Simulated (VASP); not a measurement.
LiAl5:

```
Li Al
1.0
     3.22613    0.00000    0.00000
     0.00000    3.22613    0.00000
     0.00000    0.00000    9.67838
Li Al
1 5
Direct
  0.00000 0.00000 0.00000
  0.50000 0.50000 0.83333
  0.00000 0.00000 0.66667
  0.50000 0.50000 0.50000
  0.00000 0.00000 0.33333
  0.50000 0.50000 0.16667
```

| Item | Value |
| --- | --- |
| Program | VASP 6.6.1 |
| Task | relaxation of cell and atoms |
| Functional | PBE |
| Potentials or basis | VASP PAW PBE potentials, release 64 (Li_sv, Al) |
| Cutoff | 600 eV |
| k mesh | 12 × 12 × 4 |
| Occupations | gaussian, width 0.1 eV |
| Spin | no spin polarisation |

At the start: pressure -0.4 GPa; volume 16.79 Å³/atom.

**Question.** How do energy, volume and symmetry change on relaxing?

**Answer.** Over 61 steps the energy falls by 80.0 meV/atom and the volume is 16.59 Å³/atom (-1.2 %); space group P4/mmm (No. 123, to 0.1 Å) before and after.

Step by step:
```
step  energy change (eV)  largest force (eV/Å)  pressure (GPa)  volume (Å³)
   1              0.0000                0.1796           -0.40       100.73
   3             -0.0108                0.1494            0.48        98.87
   5             -0.0156                0.1220            0.50        98.58
   7             -0.0257                0.1442           -1.32       100.45
   9             -0.0308                0.1228           -0.82        99.73
  11             -0.0309                0.3579           -0.35        98.18
  13             -0.0414                0.1978           -0.59        98.79
  15             -0.0489                0.1996            0.19        97.48
  17             -0.0593                0.0876           -0.15        98.19
  19             -0.0611                0.1533           -0.34        98.69
  21             -0.0674                0.1153            0.54        97.55
  23             -0.0780                0.0820           -0.20        98.95
  25             -0.0788                0.1375           -0.52        99.62
  27             -0.0848                0.2334           -0.54        99.98
  29             -0.1241                0.6716           -0.54       101.41
  31             -0.1320                0.9741           -0.44       102.05
  33             -0.1326                1.0269           -0.41       102.18
  35             -0.1400                1.1174           -0.40       102.50
  37             -0.1419                1.1814           -0.35       102.76
  39             -0.1569                1.1817           -0.35       102.78
  41             -0.2211                1.1366           -0.37       102.83
  43             -0.2987                0.7220           -0.22       102.72
  45             -0.3084                0.8598           -0.28       102.81
  47             -0.3732                0.6123           -0.25       102.32
  49             -0.3905                0.6277            0.97       100.10
  51             -0.4372                0.3228            0.19       101.08
  53             -0.4642                0.1372           -0.92       101.89
  55             -0.4737                0.0818           -0.56       100.93
  57             -0.4788                0.0343            0.10        99.62
  59             -0.4801                0.0300           -0.02        99.64
  61             -0.4803                0.0058            0.03        99.55
```

Final structure:
```
Li Al
1.0
     2.86967    0.00000    0.00000
     0.00000    2.86967    0.00000
     0.00000    0.00000   12.08913
Li Al
1 5
Direct
  0.00000 0.00000 0.00000
  0.50000 0.50000 0.82832
  0.00000 0.00000 0.66458
  0.50000 0.50000 0.50000
  0.00000 0.00000 0.33542
  0.50000 0.50000 0.17168
```

Caveat: the cutoff is under 1.25 times the usual one of these potentials, so pressure, stress and relaxed cells hold a basis-set (Pulay) error; a cell axis changed by over 15 % at a fixed basis, so the end point is rough.
